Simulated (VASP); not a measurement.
**ZrS: single point with PBEsol**

ZrS:

```
Zr S
1.0
     0.00000    2.52305    2.70402
     2.52305    0.00000    2.70402
     2.52305    2.52305    0.00000
Zr S
1 1
Direct
  0.00000 0.00000 0.00000
  0.50000 0.50000 0.50000
```

This cell differs from its parent crystal: strain +e along x and -e along y +0.0000, strain +e along z and -e/2 along x and y +0.0467.

* Program: VASP 6.6.1
* Task: single point
* Functional: PBEsol
* Potentials or basis: VASP PAW PBE potentials, release 64 (Zr_sv, S)
* Cutoff: 520 eV
* k mesh: 16 × 16 × 16
* Occupations: gaussian, width 0.15 eV
* Spin: no spin polarisation
* Dipole correction: no
* Further INCAR settings: ALGO = Normal; EDIFF = 1e-06; NBANDS = 16

| Quantity | Value |
| --- | --- |
| Pressure | 2.3 GPa |
| Band gap on the k mesh | zero (bands 9 and 10 overlap by 2.84 eV) |

Stress tensor (GPa, compression positive):
```
  8.51   0.00   0.00
  0.00   8.51   0.00
  0.00   0.00 -10.16
```

Levels at points of the mesh, in eV from the Fermi level:
```tsv
k point	band 6	band 7	band 8	band 9	band 10	band 11	band 12	band 13
(0.00, 0.00, 0.00)	-3.61	-3.41	-3.41	-1.94	-1.17	-1.17	-1.04	-0.59
(0.50, 0.00, 0.00)	-8.25	-6.18	-6.14	1.52	1.76	1.92	2.06	5.37
(0.50, 0.50, 0.00)	-6.58	-4.22	-4.22	-3.72	0.35	2.58	2.58	3.11
(0.50, 0.00, 0.50)	-6.13	-4.56	-4.51	-3.63	0.62	2.22	2.83	3.08
```

It took 2.1 min on 1 thread of AMD EPYC 7R13 Processor (Zen 3) (shared host), peak memory 0.28 GiB.

Caveat: the cell differs from its parent crystal (strain +e along x and -e along y +0.0000, strain +e along z and -e/2 along x and y +0.0467); the stress differs along the axes, from -10 to 9 GPa; the PAW data sets were made with another functional, which shifts forces and pressure a little.
